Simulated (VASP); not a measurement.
Wanted: the native input for a VASP 6.6.1 run.

* Task: single point
* Functional: LDA
* Potentials or basis: VASP PAW LDA potentials, release 64 (Ag, Cl)
* Cutoff: 520 eV
* k mesh: 8 × 8 × 8
* Occupations: fermi-dirac, width 0.02 eV
* Spin: no spin polarisation
* Dipole correction: no
* Further INCAR settings: ALGO = Normal; EDIFF = 1e-06; NBANDS = 16

The structure of AgCl lies in POSCAR:

```
AgCl
1.0
    0.0000000000      2.7176870000      2.7731500000
    2.7176870000      0.0000000000      2.7731500000
    2.7176870000      2.7176870000      0.0000000000
Ag Cl
1 1
Direct
    0.5000000000      0.5000000000      0.5000000000
    0.0000000000      0.0000000000      0.0000000000
```

This cell differs from its parent crystal: equal xx and yy strain of -2 %.

These files were run (other wordings do the same):

INCAR

```
  ALGO = Normal
  EDIFF = 1E-6
  ENCUT = 520
  ISIF = 2
  ISMEAR = -1
  LASPH = T
  LCHARG = T
  LELF = T
  LREAL = F
  LVHAR = T
  LWAVE = F
  NBANDS = 16
  NELM = 60
  PREC = Accurate
  SIGMA = 0.02
```

KPOINTS

```
k-points
0
Gamma
  8 8 8
```

Potentials or basis: VASP PAW LDA potentials, release 64 (Ag, Cl).

The run is started by

```sh
$ cat potpaw_LDA.64/Ag/POTCAR potpaw_LDA.64/Cl/POTCAR > POTCAR
$ mpirun -np 1 vasp_std > vasp.out
```

Results of the run:

The pressure is -3.8 GPa and the band gap on the k mesh is 0.58 eV, indirect (least direct gap 3.07 eV).

Caveat: the cell differs from its parent crystal (equal xx and yy strain of -2 %).

Run time: 57 s on 1 thread of Intel Xeon 8259CL, with other jobs on the host, peak memory 0.17 GiB.
